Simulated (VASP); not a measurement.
# Si in VASP: a series of runs, part 2 of 2

VASP 6.6.1.

### Step 6. Single point, PBE+D3(BJ)

INCAR reads:

```
SYSTEM = Si
PREC = Accurate
ENCUT = 400
EDIFF = 1E-6
ISMEAR = -5
SIGMA = 0.1
LREAL = .FALSE.
LASPH = .TRUE.
NELM = 120
ALGO = Normal
ISIF = 2
LWAVE = .FALSE.
LCHARG = .FALSE.
LDIPOL = .TRUE.
IDIPOL = 3
DIPOL = 0.5 0.5 0.378
GGA = PE
IVDW = 12
NBANDS = 16
GGA_COMPAT = .FALSE.
NELMDL = -8
```

KPOINTS reads:

```
regular mesh
0
G
  9 9 1
  0 0 0
```

POSCAR reads:

```
Si
1.0
    3.8475254748      0.0000000000      0.0000000000
   -1.9237627374      3.3320548028      0.0000000000
    0.0000000000      0.0000000000     18.4415958287
Si
4
Direct
    0.3333333333      0.6666666667      0.2695427207
    0.6666666667      0.3333333333      0.2440135898
    0.0000000000      1.3333333333      0.5119728204
    0.3333333333      1.0000000000      0.4864436895
```

Potentials or basis: VASP PAW PBE potentials, release 64 (Si).

The run is started by

```
cat potpaw_PBE.64/Si/POTCAR > POTCAR
mpirun -np 1 vasp_std > vasp.out
```

OUTCAR:

```text
SYSTEM = Si
   PREC = Accurate
   ENCUT = 400
   EDIFF = 1E-6
   ISMEAR = -5
   LREAL = .FALSE.
   LASPH = .TRUE.
   NELM = 120
   ISIF = 2
   GGA = PE
   IVDW = 12
   NELMDL = -8
 IVDW          = 12

 ion  position               nearest neighbor table
   1  0.333  0.667  0.270-   2 2.27   2 2.27   2 2.27
   2  0.667  0.333  0.244-   1 2.27   1 2.27   1 2.27
   3  0.000  0.333  0.512-   4 2.27   4 2.27   4 2.27
   4  0.333  0.000  0.486-   3 2.27   3 2.27   3 2.27

  LATTYP: Found a hexagonal cell.
 ALAT       =     3.8475254748
[... 670 lines left out ...]
  --------------------------------------------------------------------------------------
  -------------------------------------------------------------------------------------
  Total      -0.16244    -0.14003    -0.81956     0.03660    -0.13785     0.03340
  in kB      -1.10083    -0.94892    -5.55394     0.24801    -0.93415     0.22632
  external pressure =       -2.53 kB  Pullay stress =        0.00 kB

 VOLUME and BASIS-vectors are now :
 -----------------------------------------------------------------------------
  energy-cutoff  :      400.00
  volume of cell :      236.42
      direct lattice vectors                 reciprocal lattice vectors
     3.847525475  0.000000000  0.000000000     0.259907311  0.150057556  0.000000000
    -1.923762737  3.332054803  0.000000000     0.000000000  0.300115112  0.000000000
     0.000000000  0.000000000 18.441595829     0.000000000  0.000000000  0.054225242

 POSITION                                       TOTAL-FORCE (eV/Angst)
 -----------------------------------------------------------------------------------
     -0.00000      2.22137      4.97080        -0.015925      0.024719      0.153415
      1.92376      1.11068      4.50000         0.006128      0.007838      0.036944
     -0.64125      1.11068      9.44160        -0.006128     -0.007838     -0.036944
      1.28251      0.00000      8.97080         0.015925     -0.024719     -0.153415
 -----------------------------------------------------------------------------------
    total drift:                                0.000001      0.000001     -0.000004

  FREE ENERGIE OF THE ION-ELECTRON SYSTEM (eV)
  ---------------------------------------------------
  free  energy   TOTEN  =       -20.1297982056 eV

  energy  without entropy=      -20.1297982056  energy(sigma->0) =      -20.12979821

 vacuum level on the upper side and lower side of the slab         3.534         3.536
```

OSZICAR:

```text
N       E                     dE             d eps       ncg     rms          rms(c)
DAV:   1     0.500402241184E+02    0.50040E+02   -0.42760E+03  1312   0.579E+02
DAV:   2    -0.155156374173E+02   -0.65556E+02   -0.59782E+02  1840   0.111E+02
DAV:   3    -0.196564969293E+02   -0.41409E+01   -0.40970E+01  1824   0.289E+01
[... 18 lines left out ...]
DAV:  22    -0.191672191828E+02   -0.49512E-04   -0.37746E-06  1432   0.903E-03    0.231E-02
DAV:  23    -0.191672326597E+02   -0.13477E-04   -0.89963E-07  1392   0.481E-03    0.943E-03
DAV:  24    -0.191672464521E+02   -0.13792E-04   -0.95580E-07  1400   0.439E-03    0.273E-03
DAV:  25    -0.191672487526E+02   -0.23005E-05   -0.16661E-07  1296   0.201E-03    0.717E-04
DAV:  26    -0.191672489930E+02   -0.24042E-06   -0.27381E-08  1496   0.982E-04
   1 F= -.20129798E+02 E0= -.20129798E+02  d E =0.000000E+00
```

stdout:

```text
POSCAR found type information on POSCAR Si
 POSCAR found :  1 types and       4 ions
 scaLAPACK will be used
 LDA part: xc-table for (Slater+PW92), standard interpolation
 POSCAR, INCAR and KPOINTS ok, starting setup
 FFT: planning ... GRIDC
 FFT: planning ... GRID_SOFT
 FFT: planning ... GRID
 WAVECAR not read
 entering main loop
```

It took 4.5 min on 1 thread of Intel Xeon Platinum 8259CL at 2.50GHz (Skylake/Cascade Lake), shared host; peak memory 0.31 GiB.

What came out:

```yaml
Free_energy: -20.1298 eV
Largest_force: 0.156 eV/Å
Band_gap_on_the_k_mesh: 0.32 eV, direct
Dispersion_energy_per_atom: -0.241 eV
```

Forces in eV/Å, atoms in the order of the input:
```
Si  -0.016  0.025  0.153
Si   0.006  0.008  0.037
Si  -0.006 -0.008 -0.037
Si   0.016 -0.025 -0.153
```

Levels at points of the mesh, in eV from the valence-band top:
```csv
k point,band 5,band 6,band 7,band 8,band 9,band 10,band 11,band 12
"(0.00, 0.00, 0.00)",-1.03,-1.03,-1.01,-1.01,2.22,2.22,2.38,3.19
```

### Step 7. Single point, PBE+D3(BJ)

INCAR reads:

```
SYSTEM = Si
PREC     = Accurate       ! precision mode
ENCUT    = 400            ! plane-wave cutoff, eV
EDIFF    = 1E-6           ! SCF threshold, eV
ISMEAR   = 0              ! smearing method
SIGMA    = 0.1            ! smearing width, eV
LREAL    = .FALSE.        ! projectors in reciprocal space
LASPH    = .TRUE.         ! aspherical terms in the spheres
NELM     = 120            ! most SCF steps
ALGO     = Normal         ! electronic algorithm
ISIF     = 2              ! what is computed and relaxed
LWAVE    = .FALSE.        ! write WAVECAR
LCHARG   = .FALSE.        ! write CHGCAR
LDIPOL   = .TRUE.       
IDIPOL   = 3            
DIPOL    = 0.5 0.5 0.378
GGA      = PE             ! functional
IVDW     = 12             ! dispersion correction
NBANDS   = 16             ! bands
GGA_COMPAT= .FALSE.      
NELMDL   = -8
```

KPOINTS reads:

```
Automatic mesh
0
Gamma
  9 9 1
  0.5 0.5 0
```

POSCAR: that of step 6 with these lines changed.

```diff
@@ -10,3 +10,3 @@
     0.6666666667      0.3333333333      0.2440135898
-    0.0000000000      1.3333333333      0.5119728204
-    0.3333333333      1.0000000000      0.4864436895
+    0.5000000000      1.3333333333      0.5119728204
+    0.8333333333      1.0000000000      0.4864436895
```

Potentials or basis: VASP PAW PBE potentials, release 64 (Si).

The run is started by

```
cat potpaw_PBE.64/Si/POTCAR > POTCAR
mpirun -np 1 vasp_std > vasp.out
```

OUTCAR:

```text
SYSTEM = Si
   PREC = Accurate
   ENCUT = 400
   EDIFF = 1E-6
   ISMEAR = 0
   LREAL = .FALSE.
   LASPH = .TRUE.
   NELM = 120
   ISIF = 2
   GGA = PE
   IVDW = 12
   NELMDL = -8
 IVDW          = 12

 ion  position               nearest neighbor table
   1  0.333  0.667  0.270-   2 2.27   2 2.27   2 2.27
   2  0.667  0.333  0.244-   1 2.27   1 2.27   1 2.27
   3  0.500  0.333  0.512-   4 2.27   4 2.27   4 2.27
   4  0.833  0.000  0.486-   3 2.27   3 2.27   3 2.27

[... 669 lines left out ...]
  Direction    XX          YY          ZZ          XY          YZ          ZX
  --------------------------------------------------------------------------------------
  -------------------------------------------------------------------------------------
  Total      -0.18395    -0.18608    -0.74570    -0.02826    -0.05212     0.00504
  in kB      -1.24655    -1.26099    -5.05340    -0.19148    -0.35320     0.03413
  external pressure =       -2.52 kB  Pullay stress =        0.00 kB

 VOLUME and BASIS-vectors are now :
 -----------------------------------------------------------------------------
  energy-cutoff  :      400.00
  volume of cell :      236.42
      direct lattice vectors                 reciprocal lattice vectors
     3.847525475  0.000000000  0.000000000     0.259907311  0.150057556  0.000000000
    -1.923762737  3.332054803  0.000000000     0.000000000  0.300115112  0.000000000
     0.000000000  0.000000000 18.441595829     0.000000000  0.000000000  0.054225242

 POSITION                                       TOTAL-FORCE (eV/Angst)
 -----------------------------------------------------------------------------------
     -0.00000      2.22137      4.97080         0.011277      0.011989      0.126485
      1.92376      1.11068      4.50000        -0.010127      0.000813      0.043801
      1.28251      1.11068      9.44160         0.010127     -0.000813     -0.043801
      3.20627      0.00000      8.97080        -0.011277     -0.011989     -0.126485
 -----------------------------------------------------------------------------------
    total drift:                                0.000001      0.000001     -0.000017

  FREE ENERGIE OF THE ION-ELECTRON SYSTEM (eV)
  ---------------------------------------------------
  free  energy   TOTEN  =       -20.1258598837 eV

  energy  without entropy=      -20.1255411578  energy(sigma->0) =      -20.12570052

 vacuum level on the upper side and lower side of the slab         3.505         3.506
```

OSZICAR:

```text
N       E                     dE             d eps       ncg     rms          rms(c)
DAV:   1     0.513704587165E+02    0.51370E+02   -0.42200E+03  3936   0.574E+02
DAV:   2    -0.153910577893E+02   -0.66762E+02   -0.60599E+02  5536   0.112E+02
DAV:   3    -0.196514168350E+02   -0.42604E+01   -0.42076E+01  5504   0.289E+01
[... 17 lines left out ...]
DAV:  21    -0.191627422177E+02   -0.46795E-04   -0.21042E-06  4936   0.640E-03    0.177E-02
DAV:  22    -0.191627817475E+02   -0.39530E-04   -0.30986E-06  4776   0.681E-03    0.173E-03
DAV:  23    -0.191627851282E+02   -0.33807E-05   -0.21319E-07  4480   0.238E-03    0.760E-04
DAV:  24    -0.191627892369E+02   -0.41087E-05   -0.17321E-07  3880   0.166E-03    0.375E-04
DAV:  25    -0.191627893966E+02   -0.15969E-06   -0.16518E-08  4608   0.658E-04
   1 F= -.20125860E+02 E0= -.20125701E+02  d E =-.318726E-03
```

It took 8.4 min on 1 thread of Intel Xeon Platinum 8259CL at 2.50GHz (Skylake/Cascade Lake), shared host; peak memory 0.44 GiB.

What came out:

```
Free energy                : -20.1259 eV
Largest force              : 0.128 eV/Å
Band gap on the k mesh     : 0.23 eV, indirect (least direct gap 0.34 eV)
Dispersion energy per atom : -0.241 eV
```

Forces in eV/Å, atoms in the order of the input:
```
Si   0.011  0.012  0.126
Si  -0.010  0.001  0.044
Si   0.010 -0.001 -0.044
Si  -0.011 -0.012 -0.126
```

Levels at points of the mesh, in eV from the valence-band top:
| k point | band 5 | band 6 | band 7 | band 8 | band 9 | band 10 | band 11 | band 12 |
| --- | --- | --- | --- | --- | --- | --- | --- | --- |
| (0.50, 0.50, 0.00) | -2.50 | -2.46 | -1.03 | -0.92 | 0.63 | 0.91 | 1.31 | 1.32 |
| (0.50, 0.00, 0.00) | -2.50 | -2.45 | -1.21 | -0.64 | 0.41 | 1.01 | 1.31 | 1.32 |
| (0.00, 0.50, 0.00) | -2.49 | -2.47 | -1.08 | -0.84 | 0.48 | 1.03 | 1.30 | 1.33 |

### Step 8. Overview

| k mesh | cutoff (eV) | smearing | gap on the mesh (eV) | largest force (eV/Å) |
| --- | --- | --- | --- | --- |
| 9 × 9 × 1 | 520 | gaussian 0.1 eV | 0.27 | 0.13 |
| 9 × 9 × 1 | 400 | tetrahedron | 0.32 | 0.16 |
| 9 × 9 × 1, shifted | 400 | gaussian 0.1 eV | 0.23 | 0.13 |

Some of these runs hold the atoms at other places in the same cell, which the table doesn't show; runs alike in all that it shows share one row.

Alike in all rows: task single point; level PBE+D3(BJ); potentials or basis VASP PAW PBE potentials, release 64 (Si); no spin polarisation; cell as given.

On the cell as given the gap runs from 0.23 eV (PBE+D3(BJ)) to 0.32 eV (PBE+D3(BJ)).

Absolute energies hang on the potentials; compare differences alone.
